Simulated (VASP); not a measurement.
Input of a VASP 6.6.1 run:

Contents of POSCAR:

```
BeTe
1.0
    0.0000000000      2.7154786804      2.7154786804
    2.7154786804      0.0000000000      2.7154786804
    2.7154786804      2.7154786804      0.0000000000
Be Te
1 1
Direct
    0.0000000000      0.0000000000      0.0000000000
    0.2500000000      0.2500000000      0.2500000000
```

File INCAR.step1:

```
SYSTEM = BeTe
PREC = Accurate ; ENCUT = 520
EDIFF = 1E-5 ; ISMEAR = 0
SIGMA = 0.01 ; LREAL = .FALSE.
LASPH = .TRUE. ; NELM = 80
ALGO = Normal ; ISIF = 2
LWAVE = .TRUE. ; LCHARG = .FALSE.
GGA = PE ; NBANDS = 11
```

INCAR.step2

```
SYSTEM = BeTe
PREC = Accurate ; ENCUT = 520
EDIFF = 1E-6 ; ISMEAR = 0
SIGMA = 0.01 ; LREAL = .FALSE.
LASPH = .TRUE. ; NELM = 80
ALGO = Normal ; ISIF = 2
LWAVE = .FALSE. ; LCHARG = .FALSE.
GGA = PE ; LHFCALC = .TRUE.
HFSCREEN = 0.2079 ; PRECFOCK = Normal
ISTART = 1 ; NBANDS = 11
```

Contents of KPOINTS:

```
Automatic mesh
0
G
  6 6 6
  0 0 0
```

Potentials or basis: VASP PAW PBE potentials, release 64 (Be, Te).

The run is started by

```sh
$ cat potpaw_PBE.64/Be/POTCAR potpaw_PBE.64/Te/POTCAR > POTCAR
$ cp INCAR.step1 INCAR
$ mpirun -np 1 vasp_std > vasp.out
$ cp INCAR.step2 INCAR
$ mpirun -np 1 vasp_std > vasp.out
```

(1) Predict the pressure.

(2) What does it give for the band gap on the k mesh?

## Answers

(1) 8.0 GPa.

(2) 2.33 eV, indirect (least direct gap 4.35 eV).

Caveat: the cell differs from its parent crystal (strain -4.0%); the PAW data sets were made with another functional, which shifts forces and pressure a little; spin-orbit coupling is left out, which moves the levels of the heavy elements.
